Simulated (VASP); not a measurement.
**Cl: single point with PBE**

Cl:

```
Cl
1.0
     2.75672    0.00000    0.00000
    -1.37836    2.38739    0.00000
     0.00000    0.00000    3.83200
Cl
2
Direct
  0.33333 0.66667 0.25000
  0.66667 0.33333 0.75000
```

This cell differs from its parent crystal: volume scaled by 0.55.

```json
{
 "Program": "VASP 6.6.1",
 "Task": "single point",
 "Functional": "PBE",
 "Potentials or basis": "VASP PAW PBE potentials, release 64 (Cl)",
 "Cutoff": "520 eV",
 "k mesh": "14 × 14 × 8",
 "Occupations": "fermi-dirac, width 0.08 eV",
 "Spin": "no spin polarisation",
 "Dipole correction": "no",
 "Further INCAR settings": "ALGO = Normal; EDIFF = 1e-07; NBANDS = 14"
}
```

The pressure is 62.4 GPa. The band gap on the k mesh is zero (band 7 reaches 11.03 eV, above the bottom of band 8 at 7.52 eV).

Levels at points of the mesh, in eV from the Fermi level:
```tsv
k point	band 4	band 5	band 6	band 7	band 8	band 9	band 10	band 11
(0.00, 0.00, 0.00)	-1.42	-1.42	0.87	0.87	2.93	7.24	12.30	12.30
(0.50, 0.00, 0.00)	-5.77	-4.96	-3.97	-2.82	0.63	4.89	9.95	11.06
(0.00, 0.00, 0.50)	-2.56	-0.29	-0.29	-0.29	-0.29	10.12	10.12	11.41
(0.50, 0.00, 0.50)	-9.25	-2.21	-2.21	-0.41	-0.41	8.39	8.39	10.91
```

It took 59 s on 1 thread of Intel(R) Xeon(R) Platinum 8375C CPU @ 2.90GHz (Ice Lake), with other jobs on the host, peak memory 0.15 GiB.
